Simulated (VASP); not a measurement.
# TaN: electric field gradients with PBEsol

TaN:

```
CELL_PARAMETERS angstrom
0.00000 2.13490 2.13490
2.13490 0.00000 2.13490
2.13490 2.13490 0.00000
ATOMIC_POSITIONS crystal
Ta 0.50000 0.50000 0.50000
N 0.00000 0.00000 0.00000
```

This cell differs from its parent crystal: volume scaled by 0.9405.

```json
{"Program": "VASP 6.6.1", "Task": "electric field gradients", "Functional": "PBEsol", "Potentials or basis": "VASP PAW PBE potentials, release 64 (Ta_pv, N)", "Cutoff": "520 eV", "k mesh": "9 × 9 × 9", "Occupations": "fermi-dirac, width 0.02 eV", "Spin": "no spin polarisation", "Dipole correction": "no", "Further INCAR settings": "ALGO = Normal; EDIFF = 1e-08; NBANDS = 15"}
```

```json
{"Pressure": "32.2 GPa", "Band gap on the k mesh": "zero (band 8 reaches 12.18 eV, above the bottom of band 9 at 8.01 eV)"}
```

Levels at points of the mesh, in eV from the Fermi level:
```tsv
k point	band 6	band 7	band 8	band 9	band 10	band 11
(0.00, 0.00, 0.00)	-3.92	-3.92	-2.27	-2.27	-2.27	0.16
```

Wall time 8.7 s on 1 thread of Intel Xeon 6975P-C, with other jobs on the host, peak memory 0.15 GiB.

Caveat: without QUAD_EFG the Cq values of the log hold for a quadrupole moment of 1 mb, not for the nuclei; the PAW data sets were made with another functional, which shifts forces and pressure a little; spin-orbit coupling is left out, which moves the levels of the heavy elements.
